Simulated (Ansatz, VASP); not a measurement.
**Cu in VASP and in Ansatz**

File POSCAR:

```
Cu
1.0
    0.0000000000      1.8346125000      1.7532750000
    1.8346125000      0.0000000000      1.7532750000
    1.8346125000      1.8346125000      0.0000000000
Cu
1
Direct
    0.0000000000      0.0000000000      0.0000000000
```

Contents of INCAR.step1:

```
  PREC = Accurate
  ENCUT = 520
  ISMEAR = 0
  SIGMA = 0.15
  LREAL = F
  LASPH = T
  NELM = 80
  NBANDS = 12
  GGA = PE
  ALGO = Normal
  EDIFF = 1E-4
  LWAVE = T
  LCHARG = F
```

INCAR.step2

```
  PREC = Accurate
  ENCUT = 520
  EDIFF = 1E-6
  ISMEAR = 0
  SIGMA = 0.15
  LREAL = F
  LASPH = T
  NELM = 80
  ALGO = Normal
  ISIF = 2
  LWAVE = F
  LCHARG = T
  METAGGA = R2SCAN
  LMIXTAU = T
  LELF = T
  LVHAR = T
  NBANDS = 12
  ISTART = 1
```

File KPOINTS:

```
regular mesh
0
Gamma
  22 22 22
```

Input for Ansatz:

```yaml
crystal:
  lattice:
    - [0.0, 1.8346125, 1.753275]
    - [1.8346125, 0.0, 1.753275]
    - [1.8346125, 1.8346125, 0.0]
  atoms:
    - { symbol: Cu, position: [0.0, 0.0, 0.0] }
basis:
  ecutwfc: 500
kpoints:
  mp_grid: { grid: [22, 22, 22] }
hamiltonian:
  xc: r2scan
scf:
  occupations: { method: gaussian, width: 0.15 }
output:
  forces: true
  stress: true
  eigenvalues: true
```

Change from the starting cell: strain +0.015 along x and y, -0.030 along z, atoms carried along.

Alike in both runs: task single point; functional r2SCAN; k mesh 22 × 22 × 22; occupations gaussian, width 0.15 eV; no spin polarisation.

```csv
,VASP,Ansatz
version,VASP 6.6.1,Ansatz 0.2.0
potentials or method,"VASP PAW PBE potentials, release 64 (Cu), cutoff 520 eV","scalar-relativistic, plane waves, PAW"
valence electrons in the cell,11,19
```

Ansatz gave:

| Quantity | Value |
| --- | --- |
| gap on the k mesh at the Fermi level (eV) | none |
| pressure (GPa) | -4.6 |
| traceless stress, the component that is largest in VASP (GPa) | 1.45 |

Q: Which values does VASP return?

A: gap on the k mesh at the Fermi level (eV): none; pressure (GPa): -4.1; traceless stress, the component that is largest in VASP (GPa): 1.46.

VASP's potentials were made for PBE, not for r2SCAN. A gap of «none» marks a metal or a gap that the smearing closes. With one functional, cell and mesh, what is left measures potentials, basis and numerics. VASP's potentials hold 11 valence electrons a cell and Ansatz's 19, so a difference there can come from the potentials and not from the codes.
